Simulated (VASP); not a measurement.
Wanted: the native input for a VASP 6.6.1 run.

```yaml
Task: single point
Functional: PBEsol
Potentials_or_basis: VASP PAW PBE potentials, release 64 (Ti_sv, B)
Cutoff: 520 eV
k_mesh: 12 × 12 × 10
Occupations: fermi-dirac, width 0.05 eV
Spin: collinear spin
Starting_moments: "[0.2, 0.2, 0.2] μB"
Dipole_correction: no
Further_INCAR_settings: ALGO = Normal; EDIFF = 1e-06; NBANDS = 20
```

The structure of TiB2 lies in POSCAR:

```
TiB2
1.0
    3.0174686234      0.0000000000      0.0000000000
   -1.5087343117      2.6132044830      0.0000000000
    0.0000000000      0.0000000000      3.1853884116
Ti B
1 2
Direct
    0.0000000000      0.0000000000      0.0000000000
    0.3333333333      0.6666666667      0.5000000000
    0.6666666667      0.3333333333      0.5000000000
```

One way to write it, as run:

INCAR

```
SYSTEM = TiB2
PREC = Accurate
ENCUT = 520
EDIFF = 1E-6
ISMEAR = -1
SIGMA = 0.05
LREAL = .FALSE.
LASPH = .TRUE.
NELM = 150
ALGO = Normal
ISIF = 2
LWAVE = .FALSE.
LCHARG = .FALSE.
ISPIN = 2
MAGMOM = 0.2 0.2 0.2
LORBIT = 11
LMAXMIX = 4
GGA = PS
NBANDS = 20
```

KPOINTS

```
regular mesh
0
G
  12 12 10
  0 0 0
```

Potentials or basis: VASP PAW PBE potentials, release 64 (Ti_sv, B).

Launch:

```sh
$ cat potpaw_PBE.64/Ti_sv/POTCAR potpaw_PBE.64/B/POTCAR > POTCAR
$ mpirun -np 1 vasp_std > vasp.out
```

Results of the run:

```yaml
Pressure: 0.3 GPa
Band_gap_on_the_k_mesh: zero (filled and empty bands overlap)
Net_moment: 0.00 μB per cell
Valence_electrons_inside_the_program's_atomic_spheres: Ti 10.48; B 2.02
```

Caveat: the PAW data sets were made with another functional, which shifts forces and pressure a little.

Run time: 2.3 min on 1 thread of Intel Xeon 8259CL (shared host), peak memory 0.21 GiB.
